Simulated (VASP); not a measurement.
Runs of VASP 6.6.1 on Cu. The structure is that of space group Fm-3m (No. 225), or close to it. The cells are those of the table. 

```csv
task,cell,k mesh,cutoff (eV),smearing,gap on the mesh (eV),pressure (GPa),relaxed volume (Å³/atom)
relaxation of cell and atoms,"relaxed from a = 2.597 Å, angles 60.0°, 1 atom",16 × 16 × 16,600,fermi-dirac 0.15 eV,none,0.0,12.46
relaxation of cell and atoms,"relaxed from a = 2.581 Å, angles 60.0°, 1 atom",16 × 16 × 16,600,gaussian 0.1 eV,none,0.0,12.46
single point,"a = 2.581 Å, angles 60.0°, 1 atom",8 × 8 × 8,520,gaussian 0.1 eV,none,(a),-
single point,"a = 2.597 Å, angles 60.0°, 1 atom",16 × 16 × 16,520,fermi-dirac 0.15 eV,none,0.8,-
```

Alike in all rows: level RPBE; potentials or basis VASP PAW PBE potentials, release 64 (Cu); no spin polarisation.

**Question.** Fill in the values left out.

**Answer.** (a) 3.8.

Caveats: some runs use coarse meshes; the PAW data sets were made with another functional, which shifts forces and pressure a little.

A gap of «none» marks levels without a gap at the run's occupations.
